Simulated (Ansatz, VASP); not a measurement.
## LiTa3O4 in VASP and in Ansatz

File INCAR:

```
SYSTEM = LiTa3O4
PREC = Accurate
ENCUT = 600
EDIFF = 1E-6
ISMEAR = 0
SIGMA = 0.2
LREAL = .False.
LASPH = .True.
NELM = 100
ALGO = Normal
ISIF = 3
LWAVE = .False.
LCHARG = .False.
GGA = PE
IBRION = 2
NSW = 36
EDIFFG = -0.08
```

Contents of KPOINTS:

```
regular mesh
0
Gamma
  3 3 5
  0 0 0
```

The input POSCAR:

```
LiTa3O4
1.0
    2.7530153200     -5.4866300300      0.0000000000
    2.7530153200      5.4866300300      0.0000000000
    0.0000000000      0.0000000000      3.4825704600
Li Ta O
1 3 4
Direct
    0.0000000000      0.0000000000      0.5000000000
    0.2429999900      0.7570000100      0.0000000000
    0.7570000100      0.2429999900      0.0000000000
    0.5000000000      0.5000000000      0.0000000000
    0.3914800000      0.1310849900      0.0000000000
    0.8689150100      0.6085200000      0.0000000000
    0.1310849900      0.3914800000      0.0000000000
    0.6085200000      0.8689150100      0.0000000000
```

Input for Ansatz:

```yaml
crystal:
  lattice:
    - [2.75301532, -5.48663003, 0.0]
    - [2.75301532, 5.48663003, 0.0]
    - [0.0, 0.0, 3.48257046]
  atoms:
    - { symbol: Li, position: [0.0, 0.0, 0.5] }
    - { symbol: Ta, position: [0.24299999, 0.75700001, 0.0] }
    - { symbol: Ta, position: [0.75700001, 0.24299999, 0.0] }
    - { symbol: Ta, position: [0.5, 0.5, 0.0] }
    - { symbol: O, position: [0.39148, 0.13108499, 0.0] }
    - { symbol: O, position: [0.86891501, 0.60852, 0.0] }
    - { symbol: O, position: [0.13108499, 0.39148, 0.0] }
    - { symbol: O, position: [0.60852, 0.86891501, 0.0] }
basis:
  ecutwfc: 420
kpoints:
  mp_grid: { grid: [3, 3, 5] }
hamiltonian:
  xc: pbe
scf:
  occupations: { method: gaussian, width: 0.2 }
  lower_state_search: "off"
output:
  forces: true
  stress: true
  eigenvalues: true
relax:
  adjacent_minimum: "off"
  f_tol: 0.08
  max_steps: 16
  cell: { stress_tol: 0.8 }
```

Change from the starting cell: species swapped into the NaCu3O4 type (Cmmm, No. 65).

Alike in both runs: task relaxation of cell and atoms; functional PBE; k mesh 3 × 3 × 5; occupations gaussian, width 0.2 eV; no spin polarisation.

|  | VASP | Ansatz |
| --- | --- | --- |
| version | VASP 6.6.1 | Ansatz 0.2.0 |
| potentials or method | VASP PAW PBE potentials, release 64 (Li_sv, Ta_pv, O), cutoff 600 eV | scalar-relativistic, plane waves, PAW |
| valence electrons in the cell | 60 | 66 |

|  | VASP | Ansatz | Ansatz less VASP |
| --- | --- | --- | --- |
| gap on the k mesh at the Fermi level, each at its own relaxed structure (eV) | none | none | - |
| relaxed volume (Å³/atom) | 12.32 | 12.31 | -0.001 |
| relaxed cell length with the largest relative difference (Å) | 6.605 | 6.607 | +0.0015 |

A gap of «none» marks a metal or a gap that the smearing closes. VASP's potentials hold 60 valence electrons a cell and Ansatz's 66, so a difference there can come from the potentials and not from the codes.

The k mesh is coarse, so the values compare programs but aren't converged. Neither program's run includes spin-orbit coupling. Noted on VASP's run: the cutoff is short for stress, so the pressure is rough.
